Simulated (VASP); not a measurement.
# CsI (Pm-3m) in VASP: further runs, part 2 of 2

VASP 6.6.1. The steps go on from the part before.

## Step 4: Electric field gradients, LDA (volume scaled by 0.94)

INCAR

```
ALGO = Normal
EDIFF = 1E-8
ENCUT = 400
GGA = CA
GGA_COMPAT = F
ISIF = 2
ISMEAR = -1
LASPH = T
LCHARG = F
LEFG = T
LREAL = F
LWAVE = F
NBANDS = 15
NELM = 120
PREC = Accurate
SIGMA = 0.01
```

KPOINTS

```
k-points
0
Gamma
  7 7 7
```

POSCAR

```
CsI
1.0
    4.4734758827      0.0000000000      0.0000000000
    0.0000000000      4.4734758827      0.0000000000
    0.0000000000      0.0000000000      4.4734758827
Cs I
1 1
Direct
    0.0000000000      0.0000000000      0.0000000000
    0.5000000000      0.5000000000      0.5000000000
```

Potentials or basis: VASP PAW LDA potentials, release 64 (Cs_sv, I).

Run with:

```sh
> cat potpaw_LDA.64/Cs_sv/POTCAR potpaw_LDA.64/I/POTCAR > POTCAR
> mpirun -np 1 vasp_std > vasp.out
```

OUTCAR:

```text
EDIFF = 1E-8
   ENCUT = 400
   GGA = CA
   ISIF = 2
   ISMEAR = -1
   LASPH = T
   LREAL = F
   NELM = 120
   PREC = Accurate

 ion  position               nearest neighbor table
   1  0.000  0.000  0.000-
   2  0.500  0.500  0.500-

  LATTYP: Found a simple cubic cell.
 ALAT       =     4.4734758827

  Lattice vectors:

 A1 = (   4.4734758827,   0.0000000000,   0.0000000000)
 A2 = (   0.0000000000,   4.4734758827,   0.0000000000)
 A3 = (   0.0000000000,   0.0000000000,   4.4734758827)

Analysis of symmetry for initial positions (statically):
=====================================================================
 Subroutine PRICEL returns:
 Original cell was already a primitive cell.

 Routine SETGRP: Setting up the symmetry group for a
 simple cubic supercell.

 Subroutine GETGRP returns: Found 48 space group operations
[... 9 lines left out ...]

 Routine SETGRP: Setting up the symmetry group for a
 simple cubic supercell.

 Subroutine GETGRP returns: Found 48 space group operations
[... 11 lines left out ...]
                                     Primitive cell

  volume of cell :      89.5231

  direct lattice vectors                    reciprocal lattice vectors
     4.473475883  0.000000000  0.000000000     0.223539821  0.000000000  0.000000000
     0.000000000  4.473475883  0.000000000     0.000000000  0.223539821  0.000000000
     0.000000000  0.000000000  4.473475883     0.000000000  0.000000000  0.223539821

  length of vectors
     4.473475883  4.473475883  4.473475883     0.223539821  0.223539821  0.223539821

  position of ions in fractional coordinates (direct lattice)
     0.000000000  0.000000000  0.000000000
[... 143 lines left out ...]
     14       8.8558      0.00000
[... 329 lines left out ...]
      2      -9.4657      2.00000
      3      -6.2294      2.00000
      4      -6.2166      2.00000
      5      -6.2166      2.00000
      6      -0.3921      2.00000
      7      -0.3921      2.00000
      8      -0.2925      2.00000
      9       7.4600      0.00000
     10       7.9325      0.00000
     11       7.9325      0.00000
     12       9.0983      0.00000
     13       9.1307      0.00000
     14       9.1307      0.00000
     15      11.2779      0.00000

------------------------ aborting loop because EDIFF is reached ----------------------------------------

  FORCE on cell =-STRESS in cart. coord.  units (eV):
  Direction    XX          YY          ZZ          XY          YZ          ZX
  --------------------------------------------------------------------------------------
  -------------------------------------------------------------------------------------
  Total       -0.3737815     -0.3737815     -0.3737815      0.0000000      0.0000000     -0.0000000
  in kB       -6.6894914     -6.6894914     -6.6894914      0.0000000      0.0000000     -0.0000000
  external PRESSURE =      -6.6894914 kB  Pullay stress =       0.0000000 kB

 VOLUME and BASIS-vectors are now :
 -----------------------------------------------------------------------------
  energy-cutoff  :      400.00
  volume of cell :       89.52
      direct lattice vectors                 reciprocal lattice vectors
     4.473475883  0.000000000  0.000000000     0.223539821  0.000000000  0.000000000
     0.000000000  4.473475883  0.000000000     0.000000000  0.223539821  0.000000000
     0.000000000  0.000000000  4.473475883     0.000000000  0.000000000  0.223539821

 POSITION                                       TOTAL-FORCE (eV/Angst)
 -----------------------------------------------------------------------------------
      0.00000      0.00000      0.00000         0.000000      0.000000      0.000000
      2.23674      2.23674      2.23674         0.000000      0.000000      0.000000
 -----------------------------------------------------------------------------------
    total drift:                                0.000000     -0.000000     -0.000000

  FREE ENERGIE OF THE ION-ELECTRON SYSTEM (eV)
  ---------------------------------------------------
  free  energy   TOTEN  =        -6.1791575035 eV

  energy  without entropy=       -6.1791575035  energy(sigma->0) =       -6.17915750

 Electric field gradients (V/A^2)
---------------------------------------------------------------------
 ion       V_xx      V_yy      V_zz      V_xy      V_xz      V_yz
---------------------------------------------------------------------
   1      -0.000    -0.000     0.000     0.000    -0.000    -0.000
   2       0.000     0.000    -0.000    -0.000    -0.000    -0.000
---------------------------------------------------------------------

 Electric field gradients after diagonalization (V/A^2)
 (convention: |V_zz| > |V_xx| > |V_yy|)
----------------------------------------------------------------------
 ion       V_xx      V_yy      V_zz     asymmetry (V_yy - V_xx)/ V_zz
----------------------------------------------------------------------
   1      -0.000    -0.000     0.000       0.055
   2       0.000     0.000    -0.000       0.112
----------------------------------------------------------------------

           NMR quadrupolar parameters

 Cq : quadrupolar parameter    Cq=e*Q*V_zz/h
 eta: asymmetry parameters     (V_yy - V_xx)/ V_zz
 Q  : nuclear electric quadrupole moment in mb (millibarn)
----------------------------------------------------------------------
 ion       Cq(MHz)       eta       Q (mb)
----------------------------------------------------------------------
   1       0.000       0.055       1.000
   2      -0.000       0.112       1.000
----------------------------------------------------------------------
```

stdout:

```text
POSCAR found type information on POSCAR CsI
 POSCAR found :  2 types and       2 ions
 scaLAPACK will be used
 LDA part: xc-table for (Slater(with rela. corr.)+CA(PZ))
 , standard interpolation
 POSCAR, INCAR and KPOINTS ok, starting setup
 FFT: planning ... GRIDC
 FFT: planning ... GRID_SOFT
 FFT: planning ... GRID
 WAVECAR not read
 entering main loop
ion   1

ion   2
```

Wall time 18 s (1 thread of Intel Xeon 6975P-C, shared host); peak memory 0.15 GiB.

Results:

| Item | Value |
| --- | --- |
| Free energy | -6.1792 eV |
| Pressure | -0.7 GPa |
| Band gap on the k mesh | 3.78 eV, indirect (least direct gap 3.83 eV) |

Levels at points of the mesh, in eV from the valence-band top:
| k point | band 5 | band 6 | band 7 | band 8 | band 9 | band 10 | band 11 | band 12 |
| --- | --- | --- | --- | --- | --- | --- | --- | --- |
| (0.00, 0.00, 0.00) | -6.93 | -0.05 | -0.05 | -0.05 | 3.78 | 3.89 | 3.89 | 7.84 |

Caveat: without QUAD_EFG the Cq values of the log hold for a quadrupole moment of 1 mb, not for the nuclei; spin-orbit coupling is left out, which moves the levels of the heavy elements.
